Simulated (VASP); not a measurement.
## KTmH4: relaxation of cell and atoms with PBE

The system is KTmH4.

```
K Tm H
1.0
     0.00000    3.19779    3.19779
     3.19779    0.00000    3.19779
     3.19779    3.19779    0.00000
K Tm H
1 1 4
Direct
  0.75000 0.75000 0.75000
  0.00000 0.00000 0.00000
  0.36867 0.36867 0.36867
  0.89399 0.36867 0.36867
  0.36867 0.36867 0.89399
  0.36867 0.89399 0.36867
```

The cell was generated, and may not be a known phase.

```yaml
Program: VASP 6.6.1
Task: relaxation of cell and atoms
Functional: PBE
Potentials_or_basis: VASP PAW PBE potentials, release 64 (K_sv, Tm_3, H), 4f in core
Cutoff: 500 eV
k_mesh: 8 × 8 × 8
Occupations: gaussian, width 0.02 eV
Spin: no spin polarisation
Dipole_correction: no
Further_INCAR_settings: ALGO = Normal; EDIFF = 1e-07; IBRION = 2; EDIFFG = -0.01; NSW = 100; ISIF = 3
```

- Pressure after relaxing: 0.0 GPa
- Largest force after relaxing: 0.004 eV/Å
- Band gap on the k mesh: 1.12 eV

Forces on the atoms (eV/Å):
```
K    0.000  0.000  0.000
Tm   0.000  0.000  0.000
H    0.002  0.002  0.002
H    0.002 -0.002 -0.002
H   -0.002 -0.002  0.002
H   -0.002  0.002 -0.002
```

Final structure:
```
K Tm H
1.0
     0.00000    3.19779    3.19779
     3.19779    0.00000    3.19779
     3.19779    3.19779    0.00000
K Tm H
1 1 4
Direct
  0.75000 0.75000 0.75000
  0.00000 0.00000 0.00000
  0.36867 0.36867 0.36867
  0.89399 0.36867 0.36867
  0.36867 0.36867 0.89399
  0.36867 0.89399 0.36867
```

Levels at points of the mesh, in eV from the valence-band top:
| k point | band 7 | band 8 | band 9 | band 10 | band 11 | band 12 | band 13 | band 14 | band 15 |
| --- | --- | --- | --- | --- | --- | --- | --- | --- | --- |
| (0.00, 0.00, 0.00) | -14.51 | -6.63 | -0.35 | -0.35 | -0.35 | 1.18 | 1.18 | 3.68 | 3.68 |
| (0.50, 0.00, 0.00) | -14.48 | -4.55 | -3.12 | -1.21 | -1.21 | 2.31 | 2.31 | 2.69 | 4.72 |
| (0.50, 0.50, 0.00) | -14.45 | -4.38 | -3.58 | -0.01 | -0.01 | 1.49 | 2.06 | 2.76 | 2.92 |

Run time: 26 s on 1 thread of Intel(R) Xeon(R) Platinum 8559C (Emerald Rapids), with other jobs on the host, peak memory 0.22 GiB.

Caveat: the relaxation stopped at its first step, so nothing moved; spin-orbit coupling is left out, which moves the levels of the heavy elements; the 4f electrons are frozen in the core, so they carry no moment and show no levels. Spin polarisation is off, so any magnetic state and its effect on volume and gap are missing.
